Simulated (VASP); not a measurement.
# Ti (I4/mmm) in VASP: a series of runs, part 2 of 2

VASP 6.6.1. The steps go on from the part before.

**3. Single point, PBE (17.25 Å³/atom)**

Input file INCAR:

```
  PREC = Accurate
  ENCUT = 520
  EDIFF = 1E-6
  ISMEAR = 0
  SIGMA = 0.15
  LREAL = F
  LASPH = T
  NELM = 60
  ALGO = Fast
  ISIF = 2
  LWAVE = F
  LCHARG = F
  GGA = PE
  NBANDS = 12
```

Input file KPOINTS:

```
regular mesh
0
Gamma
  22 22 22
```

Input file POSCAR:

```
Ti
1.0
   -1.5875720779      1.5875720779      1.7107676712
    1.5875720779     -1.5875720779      1.7107676712
    1.5875720779      1.5875720779     -1.7107676712
Ti
1
Direct
    0.0000000000      0.0000000000      0.0000000000
```

Potentials or basis: VASP PAW PBE potentials, release 64 (Ti_sv).

Command:

```
cat potpaw_PBE.64/Ti_sv/POTCAR > POTCAR
mpirun -np 1 vasp_std > vasp.out
```

OUTCAR:

```text
PREC = Accurate
   ENCUT = 520
   EDIFF = 1E-6
   ISMEAR = 0
   LREAL = F
   LASPH = T
   NELM = 60
   ISIF = 2
   GGA = PE

 ion  position               nearest neighbor table
   1  0.000  0.000  0.000-

  LATTYP: Found a body centered tetragonal cell.
 ALAT       =     3.1751441558
 C/A-ratio  =     1.0776000000

  Lattice vectors:

 A1 = (  -1.5875720779,   1.5875720779,   1.7107676712)
 A2 = (   1.5875720779,  -1.5875720779,   1.7107676712)
 A3 = (   1.5875720779,   1.5875720779,  -1.7107676712)

Analysis of symmetry for initial positions (statically):
=====================================================================
 Subroutine PRICEL returns:
 Original cell was already a primitive cell.

 Routine SETGRP: Setting up the symmetry group for a
 body centered tetragonal supercell.

 Subroutine GETGRP returns: Found 16 space group operations
 (whereof 16 operations were pure point group operations)
 out of a pool of 16 trial point group operations.

The static configuration has the point symmetry D_4h.

Analysis of symmetry for dynamics (positions and initial velocities):
=====================================================================
 Subroutine PRICEL returns:
 Original cell was already a primitive cell.

 Routine SETGRP: Setting up the symmetry group for a
 body centered tetragonal supercell.

 Subroutine GETGRP returns: Found 16 space group operations
 (whereof 16 operations were pure point group operations)
 out of a pool of 16 trial point group operations.

The dynamic configuration has the point symmetry D_4h.

 Subroutine INISYM returns: Found 16 space group operations
 (whereof 16 operations are pure point group operations),
 and found     1 'primitive' translations

----------------------------------------------------------------------------------------

                                     Primitive cell

[... 114 lines left out ...]
   LHFCALC =     F    Hartree Fock is set to
   AEXX    =    0.0000 exact exchange contribution
   IVDW    =     0    specifies the selected vdW correction
   LEPSILON=     F    determine dielectric tensor
   LRPA    =     F    only Hartree local field effects (RPA)
 non-spin polarized calculation
 RMM-DIIS sequential band-by-band and
 Gauss-broadening in eV      SIGMA  =   0.15
  energy-cutoff  :      520.00
  volume of cell :       17.25
 maximum number of plane-waves:       476
 NGX is ok and might be reduce to    24
   NGX = 11   NGY = 11   NGZ = 11

 number of electron      12.0000002 magnetization

 Free energy of the ion-electron system (eV)
  ---------------------------------------------------
  ext. energy  EPLUGINS =         0.00000000
  ---------------------------------------------------
  free energy    TOTEN  =        -7.74168951 eV

  energy without entropy =       -7.71491436  energy(sigma->0) =       -7.72830193

 E-fermi :   8.1768     XC(G=0): -11.5275

 val. band max:        8.1757650198   @ k =  -0.4091   0.4545   0.1364
 cond. band min:       8.1781775394   @ k =   0.3636   0.3182   0.0909
 fundamental gap:      0.0024125197
 Fermi energy:         8.1767905564

 k-point     1 :       0.0000    0.0000    0.0000
  band No.  band energies     occupation
      1     -48.3681      2.00000
      2     -24.2180      2.00000
      3     -24.2180      2.00000
      4     -24.2125      2.00000
      5       2.1901      2.00000
      6       9.0083      0.00000
      7       9.0083      0.00000
      8       9.5135      0.00000
      9      10.5849      0.00000
     10      11.1689      0.00000
     11      24.8242      0.00000
     12      26.0863      0.00000
[... 331 lines left out ...]
 k-point    24 :      -0.4545    0.0455    0.0000
  band No.  band energies     occupation
      1     -48.2407      2.00000
      2     -24.8735      2.00000
      3     -24.4112      2.00000
      4     -24.2216      2.00000
      5       5.6644      2.00000
      6       8.0321      1.82753
      7       8.8316      0.00000
      8      10.5573      0.00000
      9      11.3451      0.00000
     10      12.2751      0.00000
     11      17.3393      0.00000
     12      22.0630      0.00000

 [... further k-points ...]

------------------------ aborting loop because EDIFF is reached ----------------------------------------

  FORCE on cell =-STRESS in cart. coord.  units (eV):
  Direction    XX          YY          ZZ          XY          YZ          ZX
  --------------------------------------------------------------------------------------
  -------------------------------------------------------------------------------------
  Total       -0.0620886     -0.0620886      0.1003749      0.0000000      0.0000000     -0.0000000
  in kB       -5.7677267     -5.7677267      9.3243311      0.0000000      0.0000000     -0.0000000
  external PRESSURE =      -0.7370408 kB  Pullay stress =       0.0000000 kB

 VOLUME and BASIS-vectors are now :
 -----------------------------------------------------------------------------
  energy-cutoff  :      520.00
  volume of cell :       17.25
      direct lattice vectors                 reciprocal lattice vectors
    -1.587572078  1.587572078  1.710767671     0.000000000  0.314946330  0.292266453
     1.587572078 -1.587572078  1.710767671     0.314946330  0.000000000  0.292266453
     1.587572078  1.587572078 -1.710767671     0.314946330  0.314946330  0.000000000

 POSITION                                       TOTAL-FORCE (eV/Angst)
 -----------------------------------------------------------------------------------
      0.00000      0.00000      0.00000        -0.000000      0.000000      0.000000
 -----------------------------------------------------------------------------------
    total drift:                                0.000000      0.000000     -0.000000

  FREE ENERGIE OF THE ION-ELECTRON SYSTEM (eV)
  ---------------------------------------------------
  free  energy   TOTEN  =        -7.7416895075 eV

  energy  without entropy=       -7.7149143552  energy(sigma->0) =       -7.72830193
```

OSZICAR:

```text
N       E                     dE             d eps       ncg     rms          rms(c)
DAV:   1     0.870283581501E+02    0.87028E+02   -0.65602E+03 20056   0.121E+03
DAV:   2    -0.444384288082E+01   -0.91472E+02   -0.89051E+02 20396   0.298E+02
DAV:   3    -0.867809886736E+01   -0.42343E+01   -0.41833E+01 27772   0.651E+01
[... 12 lines left out ...]
RMM:  16    -0.774168191283E+01   -0.75774E-05   -0.67782E-05 25489   0.417E-02    0.187E-02
RMM:  17    -0.774168494430E+01   -0.30315E-05   -0.35057E-05 22036   0.253E-02    0.100E-02
RMM:  18    -0.774168731328E+01   -0.23690E-05   -0.27852E-05 22499   0.248E-02    0.347E-03
RMM:  19    -0.774168868611E+01   -0.13728E-05   -0.13596E-05 17491   0.137E-02    0.400E-03
RMM:  20    -0.774168950751E+01   -0.82140E-06   -0.85409E-06 15710   0.938E-03
   1 F= -.77416895E+01 E0= -.77283019E+01  d E =-.267752E-01
```

stdout:

```text
POSCAR found type information on POSCAR Ti
 POSCAR found :  1 types and       1 ions
 scaLAPACK will be used
 LDA part: xc-table for (Slater+PW92), standard interpolation
 POSCAR, INCAR and KPOINTS ok, starting setup
 FFT: planning ... GRIDC
 FFT: planning ... GRID_SOFT
 FFT: planning ... GRID
 WAVECAR not read
 entering main loop
WARNING in EDDRMM: call to ZHEGV failed, returncode =   6  3      6
WARNING in EDDRMM: call to ZHEGV failed, returncode =   6  3      5
WARNING in EDDRMM: call to ZHEGV failed, returncode =   6  3      8
WARNING in EDDRMM: call to ZHEGV failed, returncode =   6  3      9
WARNING in EDDRMM: call to ZHEGV failed, returncode =   6  3      5
WARNING in EDDRMM: call to ZHEGV failed, returncode =   6  3      8
WARNING in EDDRMM: call to ZHEGV failed, returncode =   6  3      8
WARNING in EDDRMM: call to ZHEGV failed, returncode =   6  3      7
WARNING in EDDRMM: call to ZHEGV failed, returncode =   8  4      8
WARNING in EDDRMM: call to ZHEGV failed, returncode =   6  3     10
WARNING in EDDRMM: call to ZHEGV failed, returncode =   8  4      5
```

Wall time 2 min (1 thread of Intel Xeon Platinum 8559C (Emerald Rapids), shared host); peak memory 0.28 GiB.

Results:

```yaml
Free_energy: -7.7417 eV
Pressure: -0.1 GPa
Band_gap_on_the_k_mesh: zero (bands 6 and 7 overlap by 1.59 eV)
```

Stress tensor (GPa, compression positive):
```
-0.58  0.00  0.00
 0.00 -0.58  0.00
 0.00  0.00  0.93
```
